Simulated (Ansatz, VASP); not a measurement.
# One calculation of Bi, two programs

POSCAR

```
Bi
1.0
   -1.9219876158      1.9219876158      2.0408734478
    1.9219876158     -1.9219876158      2.0408734478
    1.9219876158      1.9219876158     -2.0408734478
Bi
1
Direct
    0.0000000000      0.0000000000      0.0000000000
```

File INCAR.step1:

```
SYSTEM = Bi
  PREC = Accurate
  ENCUT = 520
  ISMEAR = 0
  SIGMA = 0.15
  LREAL = .FALSE.
  LASPH = .TRUE.
  NELM = 80
  NBANDS = 14
  GGA = PE
  ALGO = Normal
  EDIFF = 1E-4
  LWAVE = .TRUE.
  LCHARG = .FALSE.
```

INCAR.step2

```
SYSTEM = Bi
  PREC = Accurate
  ENCUT = 520
  EDIFF = 1E-7
  ISMEAR = 0
  SIGMA = 0.15
  LREAL = .FALSE.
  LASPH = .TRUE.
  NELM = 80
  ALGO = Normal
  ISIF = 2
  LWAVE = .FALSE.
  LCHARG = .FALSE.
  METAGGA = R2SCAN
  LMIXTAU = .TRUE.
  NBANDS = 14
  ISTART = 1
```

The input KPOINTS:

```
regular mesh
0
G
  18 18 18
  0 0 0
```

Input for Ansatz:

```yaml
crystal:
  lattice:
    - [-1.9219876158, 1.9219876158, 2.0408734478]
    - [1.9219876158, -1.9219876158, 2.0408734478]
    - [1.9219876158, 1.9219876158, -2.0408734478]
  atoms:
    - { symbol: Bi, position: [0.0, 0.0, 0.0] }
basis:
  ecutwfc: 500
kpoints:
  mp_grid: { grid: [18, 18, 18] }
hamiltonian:
  xc: r2scan
scf:
  occupations: { method: gaussian, width: 0.15 }
output:
  forces: true
  stress: true
  eigenvalues: true
```

Change from the starting cell: strain -0.030 along x and y, +0.030 along z, atoms carried along.

Alike in both runs: task single point; functional r2SCAN; k mesh 18 × 18 × 18; occupations gaussian, width 0.15 eV; no spin polarisation.

|  | VASP | Ansatz |
| --- | --- | --- |
| version | VASP 6.6.1 | Ansatz 0.2.0 |
| potentials or method | VASP PAW PBE potentials, release 64 (Bi_d), cutoff 520 eV | scalar-relativistic, plane waves, PAW |
| valence electrons in the cell | 15 | 15 |

Ansatz gave:

```
gap on the k mesh at the Fermi level (eV)                     : none
pressure (GPa)                                                : 2.0
traceless stress, the component that is largest in VASP (GPa) : -0.58
```

Problem. Estimate VASP's values.

Solution. gap on the k mesh at the Fermi level (eV): none; pressure (GPa): 2.0; traceless stress, the component that is largest in VASP (GPa): -0.57.

VASP's potentials were made for PBE, not for r2SCAN. A gap of «none» marks a metal or a gap that the smearing closes. The functional is the same, so the differences come from potentials, cutoffs and numerics.

Neither program's run includes spin-orbit coupling.
